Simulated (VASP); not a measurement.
Here is a VASP 6.6.1 calculation.

The input INCAR:

```
SYSTEM = CdSe
ALGO = Normal
EDIFF = 1E-7
EDIFFG = -0.005
ENCUT = 600
GGA = PE
IBRION = 2
ISIF = 3
ISMEAR = -1
LASPH = .True.
LCHARG = .False.
LREAL = .False.
LWAVE = .False.
NELM = 60
NSW = 60
PREC = Accurate
PSTRESS = 130.0
SIGMA = 0.08
```

Contents of KPOINTS:

```
k-points
0
Gamma
  13 13 13
  0 0 0
```

File POSCAR:

```
CdSe
1.0
    0.0000000000      2.7286112986      2.7286112986
    2.7286112986      0.0000000000      2.7286112986
    2.7286112986      2.7286112986      0.0000000000
Cd Se
1 1
Direct
    0.0000000000      0.0000000000      0.0000000000
    0.5000000000      0.5000000000      0.5000000000
```

Potentials or basis: VASP PAW PBE potentials, release 64 (Cd, Se).

The run is started by

```sh
$ cat potpaw_PBE.64/Cd/POTCAR potpaw_PBE.64/Se/POTCAR > POTCAR
$ mpirun -np 1 vasp_std > vasp.out
```

Task: Predict the relaxed cell.

Result: a = 3.865 Å, b = 3.865 Å, c = 3.865 Å, α = 60.00°, β = 60.00°, γ = 60.00°.

Task: What does it give for the band gap on the k mesh?

Result: Zero (bands 9 and 10 overlap by 0.42 eV).

Task: What does it give for the space group after relaxing (to 0.1 Å)?

Result: Fm-3m (No. 225).

Task: Estimate the relaxed volume.

Result: 20.41 Å³/atom.

Step by step:
```tsv
step	energy change (eV)	largest force (eV/Å)	pressure (GPa)	volume (Å³)
1	0.0000	0.0000	13.56	40.63
2	-0.0336	0.0000	12.36	41.05
3	-0.0156	0.0000	13.01	40.82
```

Caveat: the cell is relaxed towards a set pressure, so the run minimises the enthalpy, not the energy; semilocal functionals underestimate gaps, and a narrow one can read as zero.
